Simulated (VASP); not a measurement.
A run of VASP 6.6.1 is set up as follows.

File INCAR:

```
PREC     = Accurate       # precision mode
ENCUT    = 520            # plane-wave cutoff, eV
EDIFF    = 1E-6           # SCF threshold, eV
ISMEAR   = 1              # smearing method
SIGMA    = 0.05           # smearing width, eV
LREAL    = F              # projectors in reciprocal space
LASPH    = T              # aspherical terms in the spheres
NELM     = 80             # most SCF steps
ALGO     = Normal         # electronic algorithm
ISIF     = 2              # what is computed and relaxed
LWAVE    = F              # write WAVECAR
LCHARG   = T              # write CHGCAR
LELF     = T              # ELF
LVHAR    = T            
NBANDS   = 28             # bands
```

File KPOINTS:

```
Automatic mesh
0
Gamma
  7 7 2
```

POSCAR

```
Ca
1.0
    3.9575500000      0.0000000000      0.0000000000
   -1.9787800000      3.4273400000      0.0000000000
    0.0000000000      0.0000000000     12.8694200000
Ca
4
Direct
    0.0000000000      0.0000000000      0.0000000000
    0.3333333333      0.6666666667      0.2500000000
    0.0000000000      0.0000000000      0.5000000000
    0.6666666667      0.3333333333      0.7500000000
```

Potentials or basis: VASP PAW LDA potentials, release 64 (Ca_sv).

Command:

```bash
$ cat potpaw_LDA.64/Ca_sv/POTCAR > POTCAR
$ mpirun -np 1 vasp_std > vasp.out
```

Question: Estimate the band gap on the k mesh.

Answer: Zero (band 20 reaches 1.81 eV, above the bottom of band 21 at 1.55 eV).

Question: Estimate the pressure.

Answer: -2.0 GPa.

Stress tensor (GPa, compression positive):
```
-2.44  0.00  0.00
 0.00 -2.44  0.00
 0.00  0.00 -1.21
```
